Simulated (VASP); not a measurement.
# WS2 (R3m) in VASP: single point with PBE+D3(BJ)

Aim: the single point of WS2 with PBE+D3(BJ).

All numbers are computed with VASP 6.6.1; they aren't measurements. Logs are shortened: lines on timing, memory, paths and dates and some standing lists are left out, and cuts for length are marked.

## Step 1: The cell of the first run

The structure is trigonal, space group R3m (No. 160). Conventional cell: a = 3.157 Å, b = 3.157 Å, c = 54.356 Å, α = 90.00°, β = 90.00°, γ = 120.00°. Within 3.2 Å of W (site symmetry 3m) lie 6 S at 2.41 Å and 6 W at 3.16 Å. Within 3.2 Å of W (site symmetry 3m) lie 6 S at 2.41 Å and 6 W at 3.16 Å. Within 3.2 Å of W (site symmetry 3m) lie 6 S at 2.41 Å and 6 W at 3.16 Å. Within 3.2 Å of S (site symmetry 3m) lie 3 W at 2.41 Å and 7 S at 3.15 to 3.16 Å. Within 3.2 Å of S (site symmetry 3m) lie 3 W at 2.41 Å and 7 S at 3.15 to 3.16 Å. S (site symmetry 3m) has 3 W at 2.41 Å and 7 S at 3.15 to 3.16 Å within 3.2 Å. S (site symmetry 3m) has 3 W at 2.41 Å and 7 S at 3.15 to 3.16 Å within 3.2 Å. Within 3.2 Å of S (site symmetry 3m) lie 3 W at 2.41 Å and 7 S at 3.15 to 3.16 Å.

## Step 2: Single point, PBE+D3(BJ) (the part above a cut slid along it)

The input, INCAR:

```
SYSTEM = WS2
ALGO = Normal
EDIFF = 1E-7
ENCUT = 520
GGA = PE
ISIF = 2
ISMEAR = 0
ISYM = 0
IVDW = 12
LASPH = .TRUE.
LCHARG = .FALSE.
LREAL = .FALSE.
LWAVE = .FALSE.
NBANDS = 49
NELM = 100
PREC = Accurate
SIGMA = 0.05
```

The input, KPOINTS:

```
k-points
0
G
  10 10 2
  0 0 0
```

The input, POSCAR:

```
WS2
1.0
   -1.5785988150     -2.7342133524      0.0000000000
    1.5785988150     -2.7342133524      0.0000000000
    0.0000000000     -1.8228089016     18.1187268322
W S
3 6
Direct
    0.7222019860      0.7222019860      0.8333940419
    0.2777575416      0.2777575416      0.1667273752
    0.4999797638      0.4999797638      0.5000607086
    0.8043894499      0.8043894499      0.5868316502
    0.0266116722      0.0266116722      0.9201649835
    0.5821672277      0.5821672277      0.2534983168
    0.8622585640      0.8622585640      0.4132243079
    0.0844807862      0.0844807862      0.7465576413
    0.6400363418      0.6400363418      0.0798909746
```

Potentials or basis: VASP PAW PBE potentials, release 64 (W_sv, S).

Command:

```console
$ cat potpaw_PBE.64/W_sv/POTCAR potpaw_PBE.64/S/POTCAR > POTCAR
$ mpirun -np 1 vasp_std > vasp.out
```

OUTCAR:

```text
SYSTEM = WS2
   EDIFF = 1E-7
   ENCUT = 520
   GGA = PE
   ISIF = 2
   ISMEAR = 0
   ISYM = 0
   IVDW = 12
   LASPH = .TRUE.
   LREAL = .FALSE.
   NELM = 100
   PREC = Accurate
 IVDW          = 12

 ion  position               nearest neighbor table
   1  0.722  0.722  0.833-   5 2.41   5 2.41   5 2.41   8 2.41   8 2.41   8 2.41
   2  0.278  0.278  0.167-   6 2.41   6 2.41   6 2.41   9 2.41   9 2.41   9 2.41
   3  0.500  0.500  0.500-   4 2.41   4 2.41   4 2.41   7 2.41   7 2.41   7 2.41
   4  0.804  0.804  0.587-   3 2.41   3 2.41   3 2.41
   5  0.027  0.027  0.920-   1 2.41   1 2.41   1 2.41
   6  0.582  0.582  0.253-   2 2.41   2 2.41   2 2.41
   7  0.862  0.862  0.413-   3 2.41   3 2.41   3 2.41
   8  0.084  0.084  0.747-   1 2.41   1 2.41   1 2.41
   9  0.640  0.640  0.080-   2 2.41   2 2.41   2 2.41

IMPORTANT INFORMATION: All symmetrisations will be switched off!
NOSYMM: (Re-)initialisation of all symmetry stuff for point group C_1.

----------------------------------------------------------------------------------------

                                     Primitive cell

  volume of cell :     156.4090

  direct lattice vectors                    reciprocal lattice vectors
    -1.578598815 -2.734213352  0.000000000    -0.316736586 -0.182867953 -0.018397172
     1.578598815 -2.734213352  0.000000000     0.316736586 -0.182867953 -0.018397172
     0.000000000 -1.822808902 18.118726832     0.000000000  0.000000000  0.055191516

  length of vectors
     3.157197630  3.157197630 18.210186553     0.366198320  0.366198320  0.055191516

  position of ions in fractional coordinates (direct lattice)
     0.722201986  0.722201986  0.833394042
     0.277757542  0.277757542  0.166727375
     0.499979764  0.499979764  0.500060709
     0.804389450  0.804389450  0.586831650
     0.026611672  0.026611672  0.920164984
     0.582167228  0.582167228  0.253498317
     0.862258564  0.862258564  0.413224308
     0.084480786  0.084480786  0.746557641
     0.640036342  0.640036342  0.079890975

  ion indices of the primitive-cell ions
   primitive index   ion index
                 1           1
                 2           2
                 3           3
                 4           4
                 5           5
                 6           6
                 7           7
                 8           8
                 9           9

----------------------------------------------------------------------------------------

 KPOINTS: k-points

Automatic generation of k-mesh.
 Grid dimensions read from file:
 generate k-points for:   10   10    2

 Generating k-lattice:

  Cartesian coordinates                     Fractional coordinates (reciprocal lattice)
    -0.031673659 -0.018286795 -0.001839717     0.100000000 -0.000000000  0.000000000
     0.031673659 -0.018286795 -0.001839717    -0.000000000  0.100000000  0.000000000
     0.000000000  0.000000000  0.027595758     0.000000000  0.000000000  0.500000000

  Length of vectors
     0.036619832  0.036619832  0.027595758

  Shift w.r.t. Gamma in fractional coordinates (k-lattice)
     0.000000000  0.000000000  0.000000000

 -----------------------------------------------------------------------------
|                                                                             |
|           W    W    AA    RRRRR   N    N  II  N    N   GGGG   !!!           |
|           W    W   A  A   R    R  NN   N  II  NN   N  G    G  !!!           |
|           W    W  A    A  R    R  N N  N  II  N N  N  G       !!!           |
|           W WW W  AAAAAA  RRRRR   N  N N  II  N  N N  G  GGG   !            |
|           WW  WW  A    A  R   R   N   NN  II  N   NN  G    G                |
|           W    W  A    A  R    R  N    N  II  N    N   GGGG   !!!           |
|                                                                             |
|     Your reciprocal lattice and k-lattice belong to different lattice       |
|     classes:                                                                |
|                                                                             |
|        The reciprocal lattice is rhombohedral (trigonal),                   |
|        whereas your k-lattice is base-centered monoclinic.                  |
|                                                                             |
|     Results are often still useful ...                                      |
|                                                                             |
 -----------------------------------------------------------------------------

 WARNING: IBZKPT: internal override: KBLOWUP is changed to .FALSE.
      ... skipping the blow-up phase ...

 Subroutine IBZKPT returns following result:
 ===========================================

 Found    104 irreducible k-points:

 Following reciprocal coordinates:
            Coordinates               Weight
  0.000000  0.000000  0.000000      1.000000
  0.100000  0.000000  0.000000      2.000000
  0.200000  0.000000  0.000000      2.000000
  0.300000  0.000000  0.000000      2.000000
  0.400000  0.000000  0.000000      2.000000
  0.500000  0.000000  0.000000      1.000000
[... 16 lines left out ...]
 -0.400000  0.200000  0.000000      2.000000
 -0.300000  0.200000  0.000000      2.000000
 [... further k-points ...]
   k-points           NKPTS =    104   k-points in BZ     NKDIM =    104   number of bands    NBANDS=     49
   number of dos      NEDOS =    301   number of ions     NIONS =      9
   total plane-waves  NPLWV =  80640
   dimension x,y,z NGX =    24 NGY =   24 NGZ =  140
   dimension x,y,z NGXF=    48 NGYF=   48 NGZF=  280
   ions per type =               3   6
   NGX,Y,Z   is equivalent  to a cutoff of  12.64, 12.64, 12.78 a.u.
   NGXF,Y,Z  is equivalent  to a cutoff of  25.27, 25.27, 25.56 a.u.
 SYSTEM =  WS2
   PREC   = accura    normal or accurate (medium, high low for compatibility)
   ISTART =      0    job   : 0-new  1-cont  2-samecut
   ICHARG =      2    charge: 1-file 2-atom 10-const
   ISPIN  =      1    spin polarized calculation?
   LNONCOLLINEAR =      F non collinear calculations
   LSORBIT =      F    spin-orbit coupling
   LASPH  =      T    aspherical Exc in radial PAW
   ENCUT  =  520.0 eV  38.22 Ry    6.18 a.u.   5.87  5.87 33.86*2*pi/ulx,y,z
   NELM   =    100;   NELMIN=  2; NELMDL= -5     # of ELM steps
   EDIFF  = 0.1E-06   stopping-criterion for ELM
   LREAL  =      F    real-space projection
   EDIFFG = 0.1E-05   stopping-criterion for IOM
   NSW    =      0    number of steps for IOM
   IBRION =     -1    ionic relax: 0-MD 1-quasi-New 2-CG
   NFREE  =      0    steps in history (QN), initial steepest desc. (CG)
   ISIF   =      2    stress and relaxation
   ISYM   =      0    0-nonsym 1-usesym 2-fastsym
   POTIM  = 0.5000    time-step for ionic-motion
   TEBEG  =    0.0;   TEEND  =   0.0 temperature during run
   PSTRESS=    0.0 pullay stress
   NELECT =      78.0000    total number of electrons
   NUPDOWN=      -1.0000    fix difference up-down
   EMIN   =  10.00;   EMAX   =-10.00  energy-range for DOS
   EFERMI =   0.00;   METHOD = LEGACY
   ISMEAR =     0;   SIGMA  =   0.05  broadening in eV -4-tet -1-fermi 0-gaus
   EFERMI_NEDOS =   21; number of points for ismear=-14 and -15
   IALGO  =     38    algorithm
   IMIX   =      4    mixing-type and parameters
     AMIX     =   0.40;   BMIX     =  1.00
     AMIX_MAG =   1.60;   BMIX_MAG =  1.00
  volume/ion in A,a.u.               =      17.38       117.28
  Fermi-wavevector in a.u.,A,eV,Ry     =   1.298232  2.453303 22.931356  1.685407
  Thomas-Fermi vector in A             =   2.429574
   LORBIT       =      0    0 simple, 1 ext, 2 COOP (PROOUT), +10 PAW based schemes
   GGA     = PE    functional components
   LHFCALC =     F    Hartree Fock is set to
   AEXX    =    0.0000 exact exchange contribution
   IVDW    =    12    specifies the selected vdW correction
   LEPSILON=     F    determine dielectric tensor
   LRPA    =     F    only Hartree local field effects (RPA)
 non-spin polarized calculation
 Gauss-broadening in eV      SIGMA  =   0.05
  energy-cutoff  :      520.00
  volume of cell :      156.41
 maximum number of plane-waves:      4238
   NGX = 11   NGY = 11   NGZ = 67

 number of electron      78.0000000 magnetization

 Free energy of the ion-electron system (eV)
  ---------------------------------------------------
  ext. energy  EPLUGINS =         0.00000000
  ---------------------------------------------------
  free energy    TOTEN  =       -70.76450697 eV

  energy without entropy =      -70.76450697  energy(sigma->0) =      -70.76450697

 E-fermi :   8.1219     XC(G=0): -11.1008

 val. band max:        7.8299496177   @ k =   0.0000   0.0000   0.5000
 cond. band min:       8.7874161213   @ k =  -0.2000   0.2000   0.0000
 fundamental gap:      0.9574665036
 Fermi energy:         8.1218579367

 k-point     1 :       0.0000    0.0000    0.0000
  band No.  band energies     occupation
      1     -66.9301      2.00000
      2     -66.8770      2.00000
      3     -66.8249      2.00000
      4     -31.1883      2.00000
      5     -31.1352      2.00000
      6     -31.0829      2.00000
[... 41 lines left out ...]
     48      10.1948      0.00000
     49      10.2503      0.00000

 k-point     2 :       0.1000    0.0000    0.0000
  band No.  band energies     occupation
      1     -66.9282      2.00000
      2     -66.8752      2.00000
      3     -66.8231      2.00000
      4     -31.1820      2.00000
      5     -31.1288      2.00000
      6     -31.0765      2.00000
[... 41 lines left out ...]
     48      10.1504      0.00000
     49      10.2644      0.00000

 k-point     3 :       0.2000    0.0000    0.0000
  band No.  band energies     occupation
      1     -66.9235      2.00000
      2     -66.8705      2.00000
      3     -66.8184      2.00000
      4     -31.1652      2.00000
      5     -31.1370      2.00000
      6     -31.1121      2.00000
[... 41 lines left out ...]
     48      10.4060      0.00000
     49      10.8220      0.00000

 k-point     4 :       0.3000    0.0000    0.0000
  band No.  band energies     occupation
      1     -66.9178      2.00000
      2     -66.8647      2.00000
      3     -66.8126      2.00000
      4     -31.2481      2.00000
      5     -31.1953      2.00000
      6     -31.1445      2.00000
[... 977 lines left out ...]
     48      10.8505      0.00000
     49      12.1196      0.00000

 k-point    23 :      -0.4000    0.2000    0.0000
  band No.  band energies     occupation
      1     -66.9098      2.00000
      2     -66.8568      2.00000
      3     -66.8047      2.00000
      4     -31.3286      2.00000
      5     -31.2758      2.00000
      6     -31.2239      2.00000
[... 41 lines left out ...]
     48      11.1290      0.00000
     49      12.0324      0.00000

 k-point    24 :      -0.3000    0.2000    0.0000
  band No.  band energies     occupation
      1     -66.9113      2.00000
      2     -66.8582      2.00000
      3     -66.8061      2.00000
      4     -31.3126      2.00000
      5     -31.2598      2.00000
      6     -31.2079      2.00000
[... 41 lines left out ...]
     48      10.8622      0.00000
     49      12.1445      0.00000

 [... further k-points ...]

------------------------ aborting loop because EDIFF is reached ----------------------------------------

 Edisp (eV)   -3.93090

 E8    (eV) :    -1.6524

  FORCE on cell =-STRESS in cart. coord.  units (eV):
  Direction    XX          YY          ZZ          XY          YZ          ZX
  --------------------------------------------------------------------------------------
  -------------------------------------------------------------------------------------
  Total      -0.01783    -0.01809    -0.02348    -0.00000     0.00008     0.00000
  in kB      -0.18259    -0.18530    -0.24052    -0.00004     0.00085     0.00000
  external pressure =       -0.20 kB  Pullay stress =        0.00 kB

 VOLUME and BASIS-vectors are now :
 -----------------------------------------------------------------------------
  energy-cutoff  :      520.00
  volume of cell :      156.41
      direct lattice vectors                 reciprocal lattice vectors
    -1.578598815 -2.734213352  0.000000000    -0.316736586 -0.182867953 -0.018397172
     1.578598815 -2.734213352  0.000000000     0.316736586 -0.182867953 -0.018397172
     0.000000000 -1.822808902 18.118726832     0.000000000  0.000000000  0.055191516

 POSITION                                       TOTAL-FORCE (eV/Angst)
 -----------------------------------------------------------------------------------
      0.00000     -5.46843     15.10004        -0.000000      0.000010     -0.021984
      0.00000     -1.82281      3.02089        -0.000000     -0.000022     -0.020892
      0.00000     -3.64562      9.06046        -0.000000      0.000000      0.005426
      0.00000     -5.46843     10.63264         0.000000     -0.000029     -0.003700
      0.00000     -1.82281     16.67222         0.000000      0.000014      0.015048
      0.00000     -3.64562      4.59307        -0.000000      0.000037      0.004882
      0.00000     -5.46843      7.48710         0.000001      0.000026     -0.002387
      0.00000     -1.82281     13.52667         0.000000     -0.000030      0.006222
      0.00000     -3.64562      1.44752        -0.000000     -0.000007      0.017384
 -----------------------------------------------------------------------------------
    total drift:                                0.000001     -0.000004     -0.000074

  FREE ENERGIE OF THE ION-ELECTRON SYSTEM (eV)
  ---------------------------------------------------
  free  energy   TOTEN  =       -74.6954074173 eV

  energy  without entropy=      -74.6954074173  energy(sigma->0) =      -74.69540742
```

It took 10 min on 1 thread of Intel Xeon Platinum 8488C (Sapphire Rapids), shared host; peak memory 0.67 GiB.

What came out:

| Property | Result |
| --- | --- |
| Free energy | -74.6954 eV |
| Pressure | 0.0 GPa |
| Largest force | 0.022 eV/Å |
| Band gap on the k mesh | 0.96 eV (least direct gap 2.13 eV) |
| Dispersion energy per atom | -0.437 eV |

Forces in eV/Å, atoms in the order of the input:
```
W    0.000  0.000 -0.022
W    0.000  0.000 -0.021
W    0.000  0.000  0.005
S    0.000  0.000 -0.004
S    0.000  0.000  0.015
S    0.000  0.000  0.005
S    0.000  0.000 -0.002
S    0.000  0.000  0.006
S    0.000  0.000  0.017
```

Caveat: the cell differs from its parent crystal (the part above a cut slid along it); spin-orbit coupling is left out, which moves the levels of the heavy elements.
